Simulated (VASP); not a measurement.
# V (P6_3/mmc) in VASP: further runs

V is run at these levels: PBE; tasks: relaxation of cell and atoms.

All numbers are computed with VASP 6.6.1; they aren't measurements. Logs are shortened: lines on timing, memory, paths and dates and some standing lists are left out, and cuts for length are marked.

## (1) The cell of the first run

It takes space group P6_3/mmc (No. 194, hexagonal). Conventional cell: a = 2.375 Å, b = 2.375 Å, c = 3.847 Å, α = 90.00°, β = 90.00°, γ = 120.00°. Within 3.1 Å of V (site symmetry -6m2) lie 12 V at 2.36 to 2.37 Å.

This isn't the form of V at room conditions, which is bcc.

## (2) Relaxation of cell and atoms, PBE, target pressure 130 GPa, at which the enthalpy is minimised

Input file INCAR:

```
SYSTEM = V
PREC = Accurate
ENCUT = 600
EDIFF = 1E-6
ISMEAR = -1
SIGMA = 0.1
LREAL = .False.
LASPH = .True.
NELM = 60
ALGO = Normal
ISIF = 3
LWAVE = .False.
LCHARG = .False.
GGA = PE
IBRION = 2
NSW = 60
EDIFFG = -0.005
PSTRESS = 1300.0
```

Input file KPOINTS:

```
regular mesh
0
Gamma
  18 18 10
  0 0 0
```

Input file POSCAR:

```
V
1.0
    2.3749694650      0.0000000000      0.0000000000
   -1.1874847325      2.0567838899      0.0000000000
    0.0000000000      0.0000000000      3.8474505334
V
2
Direct
    0.3333333333      0.6666666667      0.2500000000
    0.6666666667      0.3333333333      0.7500000000
```

Potentials or basis: VASP PAW PBE potentials, release 64 (V_sv).

The run is started by

```bash
$ cat potpaw_PBE.64/V_sv/POTCAR > POTCAR
$ mpirun -np 1 vasp_std > vasp.out
```

OUTCAR:

```text
SYSTEM = V
   PREC = Accurate
   ENCUT = 600
   EDIFF = 1E-6
   ISMEAR = -1
   LREAL = .False.
   LASPH = .True.
   NELM = 60
   ISIF = 3
   GGA = PE
   IBRION = 2
   NSW = 60
   EDIFFG = -0.005
   PSTRESS = 1300.0

 ion  position               nearest neighbor table
   1  0.333  0.667  0.250-   2 2.36   2 2.36   2 2.36   2 2.36   2 2.36   2 2.36
   2  0.667  0.333  0.750-   1 2.36   1 2.36   1 2.36   1 2.36   1 2.36   1 2.36

  LATTYP: Found a hexagonal cell.
 ALAT       =     2.3749694650
 C/A-ratio  =     1.6200000000

  Lattice vectors:

 A1 = (   2.3749694650,   0.0000000000,   0.0000000000)
 A2 = (  -1.1874847325,   2.0567838899,   0.0000000000)
 A3 = (   0.0000000000,   0.0000000000,   3.8474505334)

Analysis of symmetry for initial positions (statically):
=====================================================================
 Subroutine PRICEL returns:
 Original cell was already a primitive cell.

 Routine SETGRP: Setting up the symmetry group for a
 hexagonal supercell.

 Subroutine GETGRP returns: Found 24 space group operations
 (whereof 12 operations were pure point group operations)
 out of a pool of 24 trial point group operations.

The static configuration has the point symmetry D_3d.
 The point group associated with its full space group is D_6h.

Analysis of symmetry for dynamics (positions and initial velocities):
=====================================================================
 Subroutine PRICEL returns:
 Original cell was already a primitive cell.

 Routine SETGRP: Setting up the symmetry group for a
 hexagonal supercell.

 Subroutine GETGRP returns: Found 24 space group operations
 (whereof 12 operations were pure point group operations)
 out of a pool of 24 trial point group operations.

The dynamic configuration has the point symmetry D_3d.
 The point group associated with its full space group is D_6h.

 Subroutine INISYM returns: Found 24 space group operations
 (whereof 12 operations are pure point group operations),
 and found     1 'primitive' translations

----------------------------------------------------------------------------------------

                                     Primitive cell

  volume of cell :      18.7940

  direct lattice vectors                    reciprocal lattice vectors
     2.374969465  0.000000000  0.000000000     0.421058045  0.243097976  0.000000000
    -1.187484732  2.056783890  0.000000000     0.000000000  0.486195951  0.000000000
     0.000000000  0.000000000  3.847450533     0.000000000  0.000000000  0.259912373

  length of vectors
     2.374969465  2.374969465  3.847450533     0.486195951  0.486195951  0.259912373

  position of ions in fractional coordinates (direct lattice)
     0.333333333  0.666666667  0.250000000
     0.666666667  0.333333333  0.750000000

  ion indices of the primitive-cell ions
   primitive index   ion index
                 1           1
                 2           2

----------------------------------------------------------------------------------------

 KPOINTS: regular mesh

Automatic generation of k-mesh.
 Grid dimensions read from file:
 generate k-points for:   18   18   10

 Generating k-lattice:

  Cartesian coordinates                     Fractional coordinates (reciprocal lattice)
     0.023392114  0.013505443  0.000000000     0.055555556  0.000000000  0.000000000
     0.000000000  0.027010886  0.000000000     0.000000000  0.055555556  0.000000000
     0.000000000  0.000000000  0.025991237     0.000000000  0.000000000  0.100000000

  Length of vectors
     0.027010886  0.027010886  0.025991237

  Shift w.r.t. Gamma in fractional coordinates (k-lattice)
     0.000000000  0.000000000  0.000000000

 Subroutine IBZKPT returns following result:
 ===========================================

 Found    222 irreducible k-points:

 Following reciprocal coordinates:
            Coordinates               Weight
  0.000000  0.000000  0.000000      1.000000
  0.055556  0.000000  0.000000      6.000000
  0.111111  0.000000  0.000000      6.000000
  0.166667  0.000000  0.000000      6.000000
  0.222222 -0.000000  0.000000      6.000000
  0.277778 -0.000000  0.000000      6.000000
[... 16 lines left out ...]
  0.333333  0.111111  0.000000     12.000000
  0.388889  0.111111  0.000000     12.000000
 [... further k-points ...]
   k-points           NKPTS =    222   k-points in BZ     NKDIM =    222   number of bands    NBANDS=     17
   number of dos      NEDOS =    301   number of ions     NIONS =      2
   total plane-waves  NPLWV =  12800
   dimension x,y,z NGX =    20 NGY =   20 NGZ =   32
   dimension x,y,z NGXF=    40 NGYF=   40 NGZF=   64
   ions per type =               2
   NGX,Y,Z   is equivalent  to a cutoff of  14.00, 14.00, 13.83 a.u.
   NGXF,Y,Z  is equivalent  to a cutoff of  28.00, 28.00, 27.65 a.u.
 SYSTEM =  V
   PREC   = accura    normal or accurate (medium, high low for compatibility)
   ISTART =      0    job   : 0-new  1-cont  2-samecut
   ICHARG =      2    charge: 1-file 2-atom 10-const
   ISPIN  =      1    spin polarized calculation?
   LNONCOLLINEAR =      F non collinear calculations
   LSORBIT =      F    spin-orbit coupling
   LASPH  =      T    aspherical Exc in radial PAW
   ENCUT  =  600.0 eV  44.10 Ry    6.64 a.u.   4.74  4.74  7.68*2*pi/ulx,y,z
   NELM   =     60;   NELMIN=  2; NELMDL= -5     # of ELM steps
   EDIFF  = 0.1E-05   stopping-criterion for ELM
   LREAL  =      F    real-space projection
   EDIFFG = -.5E-02   stopping-criterion for IOM
   NSW    =     60    number of steps for IOM
   IBRION =      2    ionic relax: 0-MD 1-quasi-New 2-CG
   NFREE  =      1    steps in history (QN), initial steepest desc. (CG)
   ISIF   =      3    stress and relaxation
   ISYM   =      2    0-nonsym 1-usesym 2-fastsym
   POTIM  = 0.5000    time-step for ionic-motion
   TEBEG  =    0.0;   TEEND  =   0.0 temperature during run
   PSTRESS= 1300.0 pullay stress
   NELECT =      26.0000    total number of electrons
   NUPDOWN=      -1.0000    fix difference up-down
   EMIN   =  10.00;   EMAX   =-10.00  energy-range for DOS
   EFERMI =   0.00;   METHOD = LEGACY
   ISMEAR =    -1;   SIGMA  =   0.10  broadening in eV -4-tet -1-fermi 0-gaus
   EFERMI_NEDOS =   21; number of points for ismear=-14 and -15
   IALGO  =     38    algorithm
   IMIX   =      4    mixing-type and parameters
     AMIX     =   0.40;   BMIX     =  1.00
     AMIX_MAG =   1.60;   BMIX_MAG =  1.00
  volume/ion in A,a.u.               =       9.40        63.41
  Fermi-wavevector in a.u.,A,eV,Ry     =   1.824145  3.447134 45.273456  3.327505
  Thomas-Fermi vector in A             =   2.879941
   LORBIT       =      0    0 simple, 1 ext, 2 COOP (PROOUT), +10 PAW based schemes
   GGA     = PE    functional components
   LHFCALC =     F    Hartree Fock is set to
   AEXX    =    0.0000 exact exchange contribution
   IVDW    =     0    specifies the selected vdW correction
   LEPSILON=     F    determine dielectric tensor
   LRPA    =     F    only Hartree local field effects (RPA)
 conjugate gradient relaxation of ions
 non-spin polarized calculation
  energy-cutoff  :      600.00
  volume of cell :       18.79
 maximum number of plane-waves:       646
 NGX is ok and might be reduce to    20
   NGX =  9   NGY =  9   NGZ = 15

--------------------------------------- Ionic step        1  -------------------------------------------

 number of electron      25.9999995 magnetization

 Free energy of the ion-electron system (eV)
  ---------------------------------------------------
  ext. energy  EPLUGINS =         0.00000000
  ---------------------------------------------------
  free energy    TOTEN  =       -14.55144001 eV

  energy without entropy =      -14.47405866  energy(sigma->0) =      -14.51274934

------------------------ aborting loop because EDIFF is reached ----------------------------------------

  FORCE on cell =-STRESS in cart. coord.  units (eV):
  Direction    XX          YY          ZZ          XY          YZ          ZX
  --------------------------------------------------------------------------------------
  -------------------------------------------------------------------------------------
  Total       15.7262959     15.7262959     17.6595049      0.0000000     -0.0000000      0.0000000
  in kB     1340.6557874   1340.6557874   1505.4605171      0.0000000     -0.0000000      0.0000000
  external PRESSURE =      95.5906973 kB  Pullay stress =    1300.0000000 kB
[... 93 lines left out ...]
  FREE ENERGIE OF THE ION-ELECTRON SYSTEM (eV)
  ---------------------------------------------------
  free  energy   TOTEN  =       -15.0174818320 eV

  energy  without entropy=      -14.9359520292  energy(sigma->0) =      -14.97671693

  enthalpy is  TOTEN    =         0.6722229940 eV   P V=       15.6897048260

[... ionic steps 4 to 17 ...]

--------------------------------------- Ionic step       18  -------------------------------------------

 number of electron      26.0000008 magnetization

------------------------ aborting loop because EDIFF is reached ----------------------------------------

  FORCE on cell =-STRESS in cart. coord.  units (eV):
  Direction    XX          YY          ZZ          XY          YZ          ZX
  --------------------------------------------------------------------------------------
  -------------------------------------------------------------------------------------
  Total       15.4384009     15.4384009     15.4358825      0.0000000     -0.0000000      0.0000000
  in kB     1298.6708721   1298.6708721   1298.4590226      0.0000000     -0.0000000      0.0000000
  external PRESSURE =      -1.3997444 kB  Pullay stress =    1300.0000000 kB
[... 61 lines left out ...]
  enthalpy is  TOTEN    =         0.5632339132 eV   P V=       15.4513475886

--------------------------------------- Ionic step       20  -------------------------------------------

 number of electron      26.0000008 magnetization

 Free energy of the ion-electron system (eV)
  ---------------------------------------------------
  ext. energy  EPLUGINS =         0.00000000
  ---------------------------------------------------
  free energy    TOTEN  =       -14.88915407 eV

  energy without entropy =      -14.81602486  energy(sigma->0) =      -14.85258947

 E-fermi :  15.2575     XC(G=0): -14.8869

 val. band max:       15.2558070338   @ k =   0.1667   0.0556   0.3000
 cond. band min:      15.2685959643   @ k =   0.0556   0.0000   0.2000
 fundamental gap:      0.0127889305
 Fermi energy:        15.2575322834

 k-point     1 :       0.0000    0.0000    0.0000
  band No.  band energies     occupation
      1     -48.8330      2.00000
      2     -48.3622      2.00000
      3     -23.4662      2.00000
      4     -21.3906      2.00000
      5     -21.0936      2.00000
      6     -21.0936      2.00000
[... 9 lines left out ...]
     16      16.2521      0.00010
     17      17.9146      0.00000
[... 443 lines left out ...]
      1     -48.0338      2.00000
      2     -47.8813      2.00000
      3     -23.5253      2.00000
      4     -23.2340      2.00000
      5     -22.3115      2.00000
      6     -21.9090      2.00000
[... 9 lines left out ...]
     16      19.4867      0.00000
     17      19.5723      0.00000

 [... further k-points ...]

------------------------ aborting loop because EDIFF is reached ----------------------------------------

  FORCE on cell =-STRESS in cart. coord.  units (eV):
  Direction    XX          YY          ZZ          XY          YZ          ZX
  --------------------------------------------------------------------------------------
  -------------------------------------------------------------------------------------
  Total       15.4558005     15.4558005     15.4518221      0.0000000      0.0000000      0.0000000
  in kB     1300.2871279   1300.2871279   1299.9524301      0.0000000      0.0000000      0.0000000
  external PRESSURE =       0.1755620 kB  Pullay stress =    1300.0000000 kB
[... 17 lines left out ...]
  FREE ENERGIE OF THE ION-ELECTRON SYSTEM (eV)
  ---------------------------------------------------
  free  energy   TOTEN  =       -14.8891540711 eV

  energy  without entropy=      -14.8160248632  energy(sigma->0) =      -14.85258947

  enthalpy is  TOTEN    =         0.5632334864 eV   P V=       15.4523875575

 reached required accuracy - stopping structural energy minimisation
```

Wall time 5 min (1 thread of Intel Xeon 6975P-C (Granite Rapids), shared host); peak memory 0.21 GiB.

Results:

- Free energy: -14.8892 eV
- Relaxed volume: 9.52 Å³/atom
- Relaxed cell: a = 2.297 Å, b = 2.297 Å, c = 4.169 Å, α = 90.00°, β = 90.00°, γ = 120.00°
- Space group after relaxing (to 0.1 Å): P6_3/mmc (No. 194)
- Energy change on relaxing (the run minimises the enthalpy): -168.9 meV/atom
- Ionic steps: 20
- Pressure after relaxing: 130.0 GPa
- Band gap on the k mesh: zero (bands 13 and 14 overlap by 3.39 eV)

The path:
```csv
step,energy change (eV),largest force (eV/Å),pressure (GPa),volume (Å³)
1,0.0000,0.0000,139.56,18.79
2,-1.1954,0.0000,96.47,20.35
3,-0.4660,0.0000,123.10,19.34
4,-0.5728,0.0000,120.93,19.38
5,-0.2699,0.0000,123.72,19.29
6,-0.6016,0.0000,120.25,19.39
7,-0.6051,0.0000,120.04,19.39
8,0.4246,0.0000,157.75,18.20
9,-0.3531,0.0000,129.41,19.06
10,-0.3472,0.0000,129.53,19.06
11,-0.3419,0.0000,129.73,19.05
12,-0.3344,0.0000,130.19,19.04
13,-0.3336,0.0000,130.15,19.04
14,-0.3320,0.0000,130.19,19.04
15,-0.3331,0.0000,130.24,19.04
16,-0.3333,0.0000,130.16,19.04
17,-0.3461,0.0000,129.66,19.05
18,-0.3395,0.0000,129.86,19.05
19,-0.3367,0.0000,130.09,19.04
20,-0.3377,0.0000,130.02,19.04
```

Final structure:
```
V
1.0
     2.29665    0.00000    0.00000
    -1.14833    1.98896    0.00000
     0.00000    0.00000    4.16910
V
2
Direct
  0.33333 0.66667 0.25000
  0.66667 0.33333 0.75000
```

Levels at points of the mesh, in eV from the Fermi level:
| k point | band 11 | band 12 | band 13 | band 14 | band 15 | band 16 |
| --- | --- | --- | --- | --- | --- | --- |
| (0.00, 0.00, 0.00) | -1.27 | 0.17 | 0.17 | 0.71 | 0.71 | 0.99 |
| (0.50, 0.00, 0.00) | -3.98 | -0.76 | 0.48 | 0.57 | 0.62 | 4.60 |
| (0.00, 0.00, 0.50) | -1.65 | -1.65 | 0.24 | 0.24 | 0.24 | 0.24 |
| (0.50, 0.00, 0.50) | -3.21 | -3.21 | 2.32 | 2.32 | 3.01 | 3.01 |

Caveat: the cell is relaxed towards a set pressure, so the run minimises the enthalpy, not the energy.

## (3) Relaxation of cell and atoms, PBE, target pressure 130 GPa, at which the enthalpy is minimised

This run uses another cell than the first one, of 9.49 Å³/atom.

Input file INCAR:

```
PREC = Accurate ; ENCUT = 600
EDIFF = 1E-7 ; ISMEAR = -1
SIGMA = 0.1 ; LREAL = False
LASPH = True ; NELM = 100
ALGO = Normal ; ISIF = 3
LWAVE = False ; LCHARG = False
GGA = PE ; IBRION = 2
NSW = 32 ; EDIFFG = -0.005
PSTRESS = 1300.0
```

Input file KPOINTS:

```
Automatic mesh
0
Gamma
  18 18 10
```

Input file POSCAR:

```
V
1.0
    2.2918158284      0.0000000000      0.0000000000
   -1.1459079142      1.9847707282      0.0000000000
    0.0000000000      0.0000000000      4.1723599263
V
2
Direct
    0.3333333333      0.6666666667      0.2500000000
    0.6666666667      0.3333333333      0.7500000000
```

Potentials or basis: VASP PAW PBE potentials, release 64 (V_sv).

The run is started by

```bash
$ cat potpaw_PBE.64/V_sv/POTCAR > POTCAR
$ mpirun -np 1 vasp_std > vasp.out
```

Wall time 1.7 min (1 thread of Intel Xeon 6975P-C (Granite Rapids), shared host); peak memory 0.19 GiB.

Results (log left out):

```
Free energy                                                : -14.8901 eV
Relaxed volume                                             : 9.52 Å³/atom
Relaxed cell                                               : a = 2.297 Å, b = 2.297 Å, c = 4.169 Å, α = 90.00°, β = 90.00°, γ = 120.00°
Space group after relaxing (to 0.1 Å)                      : P6_3/mmc (No. 194)
Energy change on relaxing (the run minimises the enthalpy) : -27.4 meV/atom
Ionic steps                                                : 5
Pressure after relaxing                                    : 130.0 GPa
Band gap on the k mesh                                     : zero (bands 13 and 14 overlap by 3.39 eV)
```

The path:
```
step  energy change (eV)  largest force (eV/Å)  pressure (GPa)  volume (Å³)
   1              0.0000                0.0000          131.97        18.98
   2             -0.2556                0.0000          122.49        19.30
   3             -0.0580                0.0000          129.84        19.05
   4             -0.0543                0.0000          130.00        19.05
   5             -0.0548                0.0000          130.00        19.05
```

Final structure:
```
V
1.0
     2.29683    0.00000    0.00000
    -1.14842    1.98912    0.00000
     0.00000    0.00000    4.16876
V
2
Direct
  0.33333 0.66667 0.25000
  0.66667 0.33333 0.75000
```

Levels at points of the mesh, in eV from the Fermi level:
```
           k point  band 11  band 12  band 13  band 14  band 15  band 16
(0.00, 0.00, 0.00)    -1.27     0.17     0.17     0.71     0.71     1.00
(0.50, 0.00, 0.00)    -3.98    -0.76     0.48     0.57     0.62     4.60
(0.00, 0.00, 0.50)    -1.65    -1.65     0.24     0.24     0.24     0.24
(0.50, 0.00, 0.50)    -3.21    -3.21     2.32     2.32     3.01     3.01
```

Caveat: the cell is relaxed towards a set pressure, so the run minimises the enthalpy, not the energy.
